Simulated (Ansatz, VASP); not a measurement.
SnO2 in VASP and in Ansatz

```
Sn O
1.0
     1.55241    0.89628    4.80059
    -1.55241    0.89628    4.80059
     0.00000   -1.79257    4.80059
Sn O
1 2
Direct
  0.50000 0.50000 0.50000
  0.23717 0.23717 0.23717
  0.76283 0.76283 0.76283
```

Change from the starting cell: strain -0.040 along x and y, +0.000 along z, atoms carried along.

Alike in both runs: task single point; functional r2SCAN; k mesh 12 × 12 × 12; occupations gaussian, width 0.05 eV; no spin polarisation.

|  | VASP | Ansatz |
| --- | --- | --- |
| version | VASP 6.6.1 | Ansatz 0.2.0 |
| potentials or method | VASP PAW PBE potentials, release 64 (Sn_d, O), cutoff 520 eV | scalar-relativistic, plane waves, PAW |
| valence electrons in the cell | 26 | 26 |

```tsv
	VASP	Ansatz	Ansatz less VASP
gap on the k mesh at the Fermi level (eV)	3.33	3.33	0.000
least direct gap on the mesh (eV)	3.57	3.57	-0.005
pressure (GPa)	10.9	9.6	-1.32
traceless stress, the component that is largest in VASP (GPa)	-9.15	-8.42	+0.723
rms of the force components (eV/Å)	0.166	0.116	-0.0491
```

VASP's potentials were made for PBE, not for r2SCAN. Atom by atom the forces differ by 0.049 eV/Å (rms over components).
